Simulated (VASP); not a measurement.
# Se (R-3m) in VASP: a series of runs

Runs on Se. Level: PBE. Tasks: single point.

Program: VASP 6.6.1. These are calculated values, not measurements. Logs are shortened: lines on timing, memory, paths and dates and some standing lists are left out, and cuts for length are marked.

## 1. The cell of the first run

The typed cell holds 2 atoms: a = 3.377 Å, b = 3.377 Å, c = 3.377 Å, α = 59.96°, β = 59.96°, γ = 59.96°.

## 2. Single point, PBE (volume scaled by 0.6)

INCAR reads:

```
SYSTEM = Se
  PREC = Accurate
  ENCUT = 520
  EDIFF = 1E-7
  ISMEAR = -1
  SIGMA = 0.08
  LREAL = .False.
  LASPH = .True.
  NELM = 100
  ALGO = Normal
  ISIF = 2
  LWAVE = .False.
  LCHARG = .False.
  GGA = PE
  NBANDS = 13
```

KPOINTS reads:

```
regular mesh
0
Gamma
  13 13 13
  0 0 0
```

POSCAR reads:

```
Se
1.0
    1.6876278957     -0.9743524199      2.7584545472
    0.0000000000      1.9487048398      2.7584545472
   -1.6876278957     -0.9743524199      2.7584545472
Se
2
Direct
    0.2500000000      0.2500000000      0.2500000000
   -0.2500000000     -0.2500000000     -0.2500000000
```

Potentials or basis: VASP PAW PBE potentials, release 64 (Se).

Started as:

```console
> cat potpaw_PBE.64/Se/POTCAR > POTCAR
> mpirun -np 1 vasp_std > vasp.out
```

OUTCAR:

```text
SYSTEM = Se
   PREC = Accurate
   ENCUT = 520
   EDIFF = 1E-7
   ISMEAR = -1
   LREAL = .False.
   LASPH = .True.
   NELM = 100
   ISIF = 2
   GGA = PE

 ion  position               nearest neighbor table
   1  0.250  0.250  0.250-   2 2.39   2 2.39   2 2.39   2 2.39   2 2.39   2 2.39
   2  0.750  0.750  0.750-   1 2.39   1 2.39   1 2.39   1 2.39   1 2.39   1 2.39

  LATTYP: Found a trigonal (rhomboedric) cell.
 ALAT       =     3.3773542961
 COS(alpha) =     0.5006211527

  Lattice vectors:

 A1 = (   1.6876278957,  -0.9743524199,   2.7584545472)
 A2 = (   0.0000000000,   1.9487048398,   2.7584545472)
 A3 = (  -1.6876278957,  -0.9743524199,   2.7584545472)

Analysis of symmetry for initial positions (statically):
=====================================================================
 Subroutine PRICEL returns following result:

  LATTYP: Found a trigonal (rhomboedric) cell.
 ALAT       =     2.3874083071
 COS(alpha) =     0.0006215388

  Lattice vectors:

 A1 = (   1.6876278957,   0.9743524199,   1.3792272736)
 A2 = (  -1.6876278957,   0.9743524199,   1.3792272736)
 A3 = (   0.0000000000,  -1.9487048398,   1.3792272736)

   2 primitive cells build up your supercell.

 Routine SETGRP: Setting up the symmetry group for a
 trigonal (rhombohedral) supercell.

 Subroutine GETGRP returns: Found 12 space group operations
 (whereof 12 operations were pure point group operations)
 out of a pool of 12 trial point group operations.

The static configuration has the point symmetry D_3d.

Analysis of symmetry for dynamics (positions and initial velocities):
=====================================================================
 Subroutine PRICEL returns following result:

  LATTYP: Found a trigonal (rhomboedric) cell.
 ALAT       =     2.3874083071
 COS(alpha) =     0.0006215388

  Lattice vectors:

 A1 = (   1.6876278957,   0.9743524199,   1.3792272736)
 A2 = (  -1.6876278957,   0.9743524199,   1.3792272736)
 A3 = (   0.0000000000,  -1.9487048398,   1.3792272736)

   2 primitive cells build up your supercell.

 Routine SETGRP: Setting up the symmetry group for a
 trigonal (rhombohedral) supercell.

 Subroutine GETGRP returns: Found 12 space group operations
[... 103 lines left out ...]
   EDIFFG = 0.1E-05   stopping-criterion for IOM
   NSW    =      0    number of steps for IOM
   IBRION =     -1    ionic relax: 0-MD 1-quasi-New 2-CG
   NFREE  =      0    steps in history (QN), initial steepest desc. (CG)
   ISIF   =      2    stress and relaxation
   ISYM   =      2    0-nonsym 1-usesym 2-fastsym
   POTIM  = 0.5000    time-step for ionic-motion
   TEBEG  =    0.0;   TEEND  =   0.0 temperature during run
   PSTRESS=    0.0 pullay stress
   NELECT =      12.0000    total number of electrons
   NUPDOWN=      -1.0000    fix difference up-down
   EMIN   =  10.00;   EMAX   =-10.00  energy-range for DOS
   EFERMI =   0.00;   METHOD = LEGACY
   ISMEAR =    -1;   SIGMA  =   0.08  broadening in eV -4-tet -1-fermi 0-gaus
   EFERMI_NEDOS =   21; number of points for ismear=-14 and -15
   IALGO  =     38    algorithm
   IMIX   =      4    mixing-type and parameters
     AMIX     =   0.40;   BMIX     =  1.00
     AMIX_MAG =   1.60;   BMIX_MAG =  1.00
  volume/ion in A,a.u.               =      13.61        91.83
  Fermi-wavevector in a.u.,A,eV,Ry     =   1.246040  2.354674 21.124617  1.552616
  Thomas-Fermi vector in A             =   2.380235
   LORBIT       =      0    0 simple, 1 ext, 2 COOP (PROOUT), +10 PAW based schemes
   GGA     = PE    functional components
   LHFCALC =     F    Hartree Fock is set to
   AEXX    =    0.0000 exact exchange contribution
   IVDW    =     0    specifies the selected vdW correction
   LEPSILON=     F    determine dielectric tensor
   LRPA    =     F    only Hartree local field effects (RPA)
 non-spin polarized calculation
  energy-cutoff  :      520.00
  volume of cell :       27.22
 maximum number of plane-waves:       748
 NGX is ok and might be reduce to    28
   NGX = 13   NGY = 13   NGZ = 13

 number of electron      12.0000000 magnetization

 Free energy of the ion-electron system (eV)
  ---------------------------------------------------
  ext. energy  EPLUGINS =         0.00000000
  ---------------------------------------------------
  free energy    TOTEN  =        -2.71926592 eV

  energy without entropy =       -2.70638062  energy(sigma->0) =       -2.71282327

 E-fermi :  12.4277     XC(G=0): -12.3470

 val. band max:       12.3844429691   @ k =  -0.4615  -0.4615   0.3077
 cond. band min:      12.4337110119   @ k =  -0.4615   0.1538  -0.0000
 fundamental gap:      0.0492680428
 Fermi energy:        12.4276639681

 k-point     1 :       0.0000    0.0000    0.0000
  band No.  band energies     occupation
      1      -9.7863      2.00000
      2       5.1907      2.00000
      3       6.5872      2.00000
      4       6.6051      2.00000
      5       6.6051      2.00000
      6      14.6082      0.00000
      7      14.6082      0.00000
      8      14.6151      0.00000
      9      15.7642      0.00000
     10      15.7838      0.00000
     11      15.7838      0.00000
     12      19.0016      0.00000
     13      19.0016      0.00000
[... 354 lines left out ...]
  band No.  band energies     occupation
      1      -6.3812      2.00000
      2      -3.2738      2.00000
      3       4.8720      2.00000
      4       5.3696      2.00000
      5       6.4859      2.00000
      6      11.5706      1.99996
      7      13.0299      0.00107
      8      13.3799      0.00001
      9      17.0672      0.00000
     10      23.7081      0.00000
     11      23.8562      0.00000
     12      24.0970      0.00000
     13      24.8738      0.00000

 [... further k-points ...]

------------------------ aborting loop because EDIFF is reached ----------------------------------------

  FORCE on cell =-STRESS in cart. coord.  units (eV):
  Direction    XX          YY          ZZ          XY          YZ          ZX
  --------------------------------------------------------------------------------------
  -------------------------------------------------------------------------------------
  Total       17.8759219     17.8759219     17.8977837     -0.0000000      0.0000000      0.0000000
  in kB     1052.3717561   1052.3717561   1053.6587824     -0.0000000      0.0000000      0.0000000
  external PRESSURE =    1052.8007649 kB  Pullay stress =       0.0000000 kB

 VOLUME and BASIS-vectors are now :
 -----------------------------------------------------------------------------
  energy-cutoff  :      520.00
  volume of cell :       27.22
      direct lattice vectors                 reciprocal lattice vectors
     1.687627896 -0.974352420  2.758454547     0.296273842 -0.171053782  0.120840611
     0.000000000  1.948704840  2.758454547     0.000000000  0.342107564  0.120840611
    -1.687627896 -0.974352420  2.758454547    -0.296273842 -0.171053782  0.120840611

 POSITION                                       TOTAL-FORCE (eV/Angst)
 -----------------------------------------------------------------------------------
      0.00000      0.00000      2.06884         0.000000      0.000000      0.000000
      0.00000      0.00000      6.20652        -0.000000     -0.000000     -0.000000
 -----------------------------------------------------------------------------------
    total drift:                               -0.000000     -0.000000     -0.000000

  FREE ENERGIE OF THE ION-ELECTRON SYSTEM (eV)
  ---------------------------------------------------
  free  energy   TOTEN  =        -2.7192659151 eV

  energy  without entropy=       -2.7063806150  energy(sigma->0) =       -2.71282327
```

OSZICAR:

```text
N       E                     dE             d eps       ncg     rms          rms(c)
DAV:   1     0.516479984664E+02    0.51648E+02   -0.57565E+03  6014   0.837E+02
DAV:   2    -0.614143065401E+00   -0.52262E+02   -0.48708E+02  7916   0.151E+02
DAV:   3    -0.277595013076E+01   -0.21618E+01   -0.21290E+01  7574   0.307E+01
DAV:   4    -0.278328115457E+01   -0.73310E-02   -0.73295E-02  6930   0.198E+00
DAV:   5    -0.278329793041E+01   -0.16776E-04   -0.16776E-04  7596   0.882E-02    0.153E+01
DAV:   6    -0.273734404305E+01    0.45954E-01   -0.17544E-02  6641   0.778E-01    0.919E+00
DAV:   7    -0.271958852825E+01    0.17756E-01   -0.28316E-02  6766   0.102E+00    0.212E-01
DAV:   8    -0.271926707474E+01    0.32145E-03   -0.83612E-04  7081   0.182E-01    0.404E-02
DAV:   9    -0.271926462876E+01    0.24460E-05   -0.41054E-05  7386   0.389E-02    0.782E-03
DAV:  10    -0.271926618956E+01   -0.15608E-05   -0.19197E-06  7276   0.990E-03    0.491E-03
DAV:  11    -0.271926591966E+01    0.26990E-06   -0.26477E-07  7411   0.376E-03    0.394E-04
DAV:  12    -0.271926591515E+01    0.45085E-08   -0.42038E-09  4073   0.538E-04
   1 F= -.27192659E+01 E0= -.27128233E+01  d E =-.128853E-01
```

stdout:

```text
POSCAR found type information on POSCAR Se
 POSCAR found :  1 types and       2 ions
 scaLAPACK will be used
 LDA part: xc-table for (Slater+PW92), standard interpolation
 POSCAR, INCAR and KPOINTS ok, starting setup
 FFT: planning ... GRIDC
 FFT: planning ... GRID_SOFT
 FFT: planning ... GRID
 WAVECAR not read
 entering main loop
```

Run time: 33 s. Hardware: 1 thread of Intel Xeon 6975P-C (Granite Rapids), shared host; peak memory 0.2 GiB.

What came out:

```
Free energy            : -2.7193 eV
Pressure               : 105.3 GPa
Band gap on the k mesh : zero (band 6 reaches 14.61 eV, above the bottom of band 7 at 9.69 eV)
```

## 3. Single point, PBE (volume scaled by 0.8)

INCAR reads:

```
SYSTEM = Se
PREC     = Accurate       ! precision mode
ENCUT    = 520            ! plane-wave cutoff, eV
EDIFF    = 1E-6           ! SCF threshold, eV
ISMEAR   = -1             ! smearing method
SIGMA    = 0.08           ! smearing width, eV
LREAL    = .False.        ! projectors in reciprocal space
LASPH    = .True.         ! aspherical terms in the spheres
NELM     = 100            ! most SCF steps
ALGO     = Normal         ! electronic algorithm
ISIF     = 2              ! what is computed and relaxed
LWAVE    = .False.        ! write WAVECAR
LCHARG   = .False.        ! write CHGCAR
GGA      = PE             ! functional
NBANDS   = 13             ! bands
```

KPOINTS is that of step 2.

POSCAR reads:

```
Se
1.0
    1.8574748449     -1.0724136017      3.0360720781
    0.0000000000      2.1448272035      3.0360720781
   -1.8574748449     -1.0724136017      3.0360720781
Se
2
Direct
    0.2500000000      0.2500000000      0.2500000000
   -0.2500000000     -0.2500000000     -0.2500000000
```

Potentials or basis: VASP PAW PBE potentials, release 64 (Se).

Started as:

```console
> cat potpaw_PBE.64/Se/POTCAR > POTCAR
> mpirun -np 1 vasp_std > vasp.out
```

Wall time 41 s (1 thread of Intel Xeon 6975P-C (Granite Rapids), shared host); peak memory 0.21 GiB.

It converged, with:

```yaml
Free_energy: -6.0678 eV
Pressure: 26.1 GPa
Band_gap_on_the_k_mesh: zero (band 6 reaches 10.07 eV, above the bottom of band 7 at 5.32 eV)
```

Levels at points of the mesh, in eV from the Fermi level:
```csv
k point,band 2,band 3,band 4,band 5,band 6,band 7,band 8,band 9,band 10,band 11
"(0.00, 0.00, 0.00)",-9.00,-4.31,-4.30,-4.30,1.72,1.72,1.72,4.89,4.91,4.91
```

## 4. Single point, PBE (volume scaled by 0.8)

INCAR reads:

```
ALGO = Normal ; EDIFF = 1E-6
ENCUT = 520 ; GGA = PE
ISIF = 2 ; ISMEAR = -1
LASPH = T ; LCHARG = F
LREAL = F ; LWAVE = F
NBANDS = 13 ; NELM = 60
PREC = Accurate ; SIGMA = 0.08
```

KPOINTS reads:

```
k-points
0
Gamma
  13 13 13
```

POSCAR is that of step 3.

Started as:

```console
> cat potpaw_PBE.64/Se/POTCAR > POTCAR
> mpirun -np 1 vasp_std > vasp.out
```

It took 43 s on 1 thread of Intel Xeon 6975P-C (Granite Rapids), shared host; peak memory 0.22 GiB.

It converged, with:

* Free energy: -6.0678 eV
* Pressure: 26.1 GPa
* Band gap on the k mesh: zero (band 6 reaches 10.07 eV, above the bottom of band 7 at 5.32 eV)

Levels at points of the mesh, in eV from the Fermi level:
```csv
k point,band 4,band 5,band 6,band 7,band 8,band 9
"(0.00, 0.00, 0.00)",-4.30,-4.30,1.72,1.72,1.72,4.89
```

## 5. Single point, PBE (volume scaled by 0.9)

INCAR reads:

```
PREC = Accurate
ENCUT = 520
EDIFF = 1E-6
ISMEAR = -1
SIGMA = 0.08
LREAL = False
LASPH = True
NELM = 80
ALGO = Normal
ISIF = 2
LWAVE = False
LCHARG = True
GGA = PE
LELF = True
LVHAR = True
NBANDS = 13
```

KPOINTS reads:

```
Automatic mesh
0
Gamma
  13 13 13
```

POSCAR reads:

```
Se
1.0
    1.9318516884     -1.1153550923      3.1576422076
    0.0000000000      2.2307101846      3.1576422076
   -1.9318516884     -1.1153550923      3.1576422076
Se
2
Direct
    0.2500000000      0.2500000000      0.2500000000
   -0.2500000000     -0.2500000000     -0.2500000000
```

Potentials or basis: VASP PAW PBE potentials, release 64 (Se).

Started as:

```console
> cat potpaw_PBE.64/Se/POTCAR > POTCAR
> mpirun -np 1 vasp_std > vasp.out
```

OUTCAR:

```text
PREC = Accurate
   ENCUT = 520
   EDIFF = 1E-6
   ISMEAR = -1
   LREAL = False
   LASPH = True
   NELM = 80
   ISIF = 2
   GGA = PE

 ion  position               nearest neighbor table
   1  0.250  0.250  0.250-   2 2.73   2 2.73   2 2.73   2 2.73   2 2.73   2 2.73
   2  0.750  0.750  0.750-   1 2.73   1 2.73   1 2.73   1 2.73   1 2.73   1 2.73

  LATTYP: Found a trigonal (rhomboedric) cell.
 ALAT       =     3.8661055649
 COS(alpha) =     0.5006211527

  Lattice vectors:

 A1 = (   1.9318516884,  -1.1153550923,   3.1576422076)
 A2 = (   0.0000000000,   2.2307101846,   3.1576422076)
 A3 = (  -1.9318516884,  -1.1153550923,   3.1576422076)

Analysis of symmetry for initial positions (statically):
=====================================================================
 Subroutine PRICEL returns following result:

  LATTYP: Found a trigonal (rhomboedric) cell.
 ALAT       =     2.7329002919
 COS(alpha) =     0.0006215387

  Lattice vectors:

 A1 = (   1.9318516884,   1.1153550923,   1.5788211038)
 A2 = (  -1.9318516884,   1.1153550923,   1.5788211038)
 A3 = (   0.0000000000,  -2.2307101846,   1.5788211038)

   2 primitive cells build up your supercell.

 Routine SETGRP: Setting up the symmetry group for a
 trigonal (rhombohedral) supercell.

 Subroutine GETGRP returns: Found 12 space group operations
 (whereof 12 operations were pure point group operations)
 out of a pool of 12 trial point group operations.

The static configuration has the point symmetry D_3d.

Analysis of symmetry for dynamics (positions and initial velocities):
=====================================================================
 Subroutine PRICEL returns following result:

  LATTYP: Found a trigonal (rhomboedric) cell.
 ALAT       =     2.7329002919
 COS(alpha) =     0.0006215387

  Lattice vectors:

 A1 = (   1.9318516884,   1.1153550923,   1.5788211038)
 A2 = (  -1.9318516884,   1.1153550923,   1.5788211038)
 A3 = (   0.0000000000,  -2.2307101846,   1.5788211038)

   2 primitive cells build up your supercell.
[... 129 lines left out ...]
  Thomas-Fermi vector in A             =   2.224699
   LORBIT       =      0    0 simple, 1 ext, 2 COOP (PROOUT), +10 PAW based schemes
   GGA     = PE    functional components
   LHFCALC =     F    Hartree Fock is set to
   AEXX    =    0.0000 exact exchange contribution
   IVDW    =     0    specifies the selected vdW correction
   LEPSILON=     F    determine dielectric tensor
   LRPA    =     F    only Hartree local field effects (RPA)
 non-spin polarized calculation
  energy-cutoff  :      520.00
  volume of cell :       40.82
 maximum number of plane-waves:      1113
 NGX is ok and might be reduce to    30
   NGX = 15   NGY = 15   NGZ = 15

 number of electron      12.0000001 magnetization

 Free energy of the ion-electron system (eV)
  ---------------------------------------------------
  ext. energy  EPLUGINS =         0.00000000
  ---------------------------------------------------
  free energy    TOTEN  =        -6.54785187 eV

  energy without entropy =       -6.53125876  energy(sigma->0) =       -6.53955532

 E-fermi :   5.9974     XC(G=0): -10.3810

 val. band max:        5.9404604775   @ k =   0.4615   0.3846   0.3846
 cond. band min:       6.0423325555   @ k =  -0.0769   0.2308   0.0769
 fundamental gap:      0.1018720781
 Fermi energy:         5.9974438651

 k-point     1 :       0.0000    0.0000    0.0000
  band No.  band energies     occupation
      1     -11.0164      2.00000
      2      -3.5007      2.00000
      3       2.2353      2.00000
      4       2.2465      2.00000
      5       2.2465      2.00000
      6       7.5333      0.00000
      7       7.5333      0.00000
      8       7.5386      0.00000
      9      11.4302      0.00000
     10      11.4445      0.00000
     11      11.4445      0.00000
     12      13.5568      0.00000
     13      13.5568      0.00000
[... 354 lines left out ...]
  band No.  band energies     occupation
      1      -8.8745      2.00000
      2      -7.0480      2.00000
      3       1.2389      2.00000
      4       1.7042      2.00000
      5       1.9134      2.00000
      6       5.8491      1.72934
      7       6.1713      0.20448
      8       6.3423      0.02650
      9      11.9430      0.00000
     10      16.2055      0.00000
     11      16.6250      0.00000
     12      17.3482      0.00000
     13      17.9179      0.00000

 [... further k-points ...]
[... 5 lines left out ...]
  --------------------------------------------------------------------------------------
  -------------------------------------------------------------------------------------
  Total        2.4029009      2.4029009      2.4008558     -0.0000000     -0.0000000      0.0000000
  in kB       94.3073058     94.3073058     94.2270392     -0.0000000     -0.0000000      0.0000000
  external PRESSURE =      94.2805503 kB  Pullay stress =       0.0000000 kB

 VOLUME and BASIS-vectors are now :
 -----------------------------------------------------------------------------
  energy-cutoff  :      520.00
  volume of cell :       40.82
      direct lattice vectors                 reciprocal lattice vectors
     1.931851688 -1.115355092  3.157642208     0.258819040 -0.149429243  0.105563997
     0.000000000  2.230710185  3.157642208     0.000000000  0.298858485  0.105563997
    -1.931851688 -1.115355092  3.157642208    -0.258819040 -0.149429243  0.105563997

 POSITION                                       TOTAL-FORCE (eV/Angst)
 -----------------------------------------------------------------------------------
      0.00000      0.00000      2.36823        -0.000000      0.000000     -0.000000
      0.00000      0.00000      7.10469         0.000000     -0.000000      0.000000
 -----------------------------------------------------------------------------------
    total drift:                                0.000000     -0.000000      0.000000

  FREE ENERGIE OF THE ION-ELECTRON SYSTEM (eV)
  ---------------------------------------------------
  free  energy   TOTEN  =        -6.5478518701 eV

  energy  without entropy=       -6.5312587609  energy(sigma->0) =       -6.53955532
```

stdout:

```text
POSCAR found type information on POSCAR Se
 POSCAR found :  1 types and       2 ions
 scaLAPACK will be used
 LDA part: xc-table for (Slater+PW92), standard interpolation
 POSCAR, INCAR and KPOINTS ok, starting setup
 FFT: planning ... GRIDC
 FFT: planning ... GRID_SOFT
 FFT: planning ... GRID
 WAVECAR not read
 entering main loop
```

Wall time 50 s (1 thread of Intel Xeon 6975P-C (Granite Rapids), shared host); peak memory 0.24 GiB.

What came out:

```
Free energy            : -6.5479 eV
Pressure               : 9.4 GPa
Band gap on the k mesh : zero (band 6 reaches 8.61 eV, above the bottom of band 7 at 3.76 eV)
```

## 6. The runs side by side

```csv
cell,gap on the mesh (eV),pressure (GPa)
"a = 3.377 Å, angles 60.0°, 2 atoms",none,105.3
"a = 3.717 Å, angles 60.0°, 2 atoms",none,26.1
"a = 3.866 Å, angles 60.0°, 2 atoms",none,9.4
```

Alike in all rows: task single point; level PBE; potentials or basis VASP PAW PBE potentials, release 64 (Se); no spin polarisation; k mesh 13 × 13 × 13; cutoff (eV) 520; smearing fermi-dirac 0.08 eV.

Total energies depend on the potentials used, so only differences within one code and one set of settings carry meaning.
